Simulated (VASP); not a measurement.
Set up this calculation in VASP 6.6.1, as the native input.

```
Task                               : single point
Functional                         : HSE06
Potentials or basis                : VASP PAW PBE potentials, release 64 (Ba_sv, Zr_sv, O)
Cutoff                             : 520 eV
k mesh                             : 4 × 4 × 4
Occupations                        : gaussian, width 0.01 eV
Spin                               : no spin polarisation
Dipole correction                  : no
Grid for exact exchange (PRECFOCK) : Fast
Further INCAR settings             : ALGO = Normal; EDIFF = 1e-06; NBANDS = 28
Screening parameter                : 0.2079 1/Å
```

BaZrO3:

```
Ba Zr O
1.0
     4.37357    0.00000    0.00000
     0.00000    4.37357    0.00000
     0.00000    0.00000    4.37357
Ba Zr O
1 1 3
Direct
  0.00000 0.00000 0.00000
  0.50000 0.50000 0.50000
  0.50000 0.50000 0.00000
  0.50000 0.00000 0.50000
  0.00000 0.50000 0.50000
```

This cell differs from its parent crystal: strain +4.0%.

These files were run (other wordings do the same):

POSCAR

```
BaZrO3
1.0
    4.3735691108      0.0000000000      0.0000000000
    0.0000000000      4.3735691108      0.0000000000
    0.0000000000      0.0000000000      4.3735691108
Ba Zr O
1 1 3
Direct
    0.0000000000      0.0000000000      0.0000000000
    0.5000000000      0.5000000000      0.5000000000
    0.5000000000      0.5000000000      0.0000000000
    0.5000000000      0.0000000000      0.5000000000
    0.0000000000      0.5000000000      0.5000000000
```

INCAR.step1

```
ALGO = Normal
EDIFF = 1E-5
ENCUT = 520
GGA = PE
ISIF = 2
ISMEAR = 0
LASPH = T
LCHARG = F
LREAL = F
LWAVE = T
NBANDS = 28
NELM = 100
PREC = Accurate
SIGMA = 0.01
```

INCAR.step2

```
ALGO = Normal
EDIFF = 1E-6
ENCUT = 520
GGA = PE
HFSCREEN = 0.2079
ISIF = 2
ISMEAR = 0
ISTART = 1
LASPH = T
LCHARG = F
LHFCALC = T
LREAL = F
LWAVE = F
NBANDS = 28
NELM = 100
PREC = Accurate
PRECFOCK = Fast
SIGMA = 0.01
```

KPOINTS

```
k-points
0
Gamma
  4 4 4
```

Potentials or basis: VASP PAW PBE potentials, release 64 (Ba_sv, Zr_sv, O).

Command:

```console
$ cat potpaw_PBE.64/Ba_sv/POTCAR potpaw_PBE.64/Zr_sv/POTCAR potpaw_PBE.64/O/POTCAR > POTCAR
$ cp INCAR.step1 INCAR
$ mpirun -np 1 vasp_std > vasp.out
$ cp INCAR.step2 INCAR
$ mpirun -np 1 vasp_std > vasp.out
```

It gave:

- Pressure: -15.3 GPa
- Band gap on the k mesh: 4.31 eV, indirect (least direct gap 4.68 eV)

Caveat: the cell differs from its parent crystal (strain +4.0%); the PAW data sets were made with another functional, which shifts forces and pressure a little; spin-orbit coupling is left out, which moves the levels of the heavy elements.

Run time: 29 min on 1 thread of Intel Xeon 6975P-C, with other jobs on the host, peak memory 0.34 GiB.
